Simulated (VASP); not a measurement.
GaN: elastic constants with LDA

The system is GaN.

```
Ga N
1.0
     3.11802    0.00000    0.00000
    -1.55901    2.70028    0.00000
     0.00000    0.00000    5.08387
Ga N
2 2
Direct
  0.33333 0.66667 0.99936
  0.66667 0.33333 0.49936
  0.33333 0.66667 0.37564
  0.66667 0.33333 0.87564
```

```json
{
 "Program": "VASP 6.6.1",
 "Task": "elastic constants",
 "Functional": "LDA",
 "Potentials or basis": "VASP PAW LDA potentials, release 64 (Ga_d, N)",
 "Cutoff": "600 eV",
 "k mesh": "8 × 8 × 4",
 "Occupations": "gaussian, width 0.01 eV",
 "Spin": "no spin polarisation",
 "Dipole correction": "no",
 "Ions in elastic constants": "relaxed",
 "Further INCAR settings": "ALGO = Normal; EDIFF = 1e-08; IBRION = 6; POTIM = 0.015; NSW = 1; ISIF = 3"
}
```

```json
{
 "Voigt bulk modulus": "228 GPa",
 "Highest phonon frequency at Γ, LO-TO splitting left out": "732 cm⁻¹"
}
```

Phonon frequencies in cm⁻¹ (negative: imaginary):
```csv
q point,frequencies
"(0.000, 0.000, 0.000)",0 0 0 137 137 349 572 593 593 604 604 732
```

Elastic tensor in Voigt notation (GPa, in the Cartesian axes of the cell as first typed):
```
392 166 124   0   0   0
166 392 124   0   0   0
124 124 442   0   0   0
  0   0   0  95   0   0
  0   0   0   0  95   0
  0   0   0   0   0 113
```

Clamped-ion elastic tensor (GPa):
```
485 126  74   0   0   0
126 485  74   0   0   0
 74  74 537   0   0   0
  0   0   0 121   0   0
  0   0   0   0 121   0
  0   0   0   0   0 179
```

It took 37 min on 1 thread of Oxide Virtual Turin-like Processor, with other jobs on the host, peak memory 0.3 GiB.

Caveat: the cell is under stress, which shifts elastic constants.
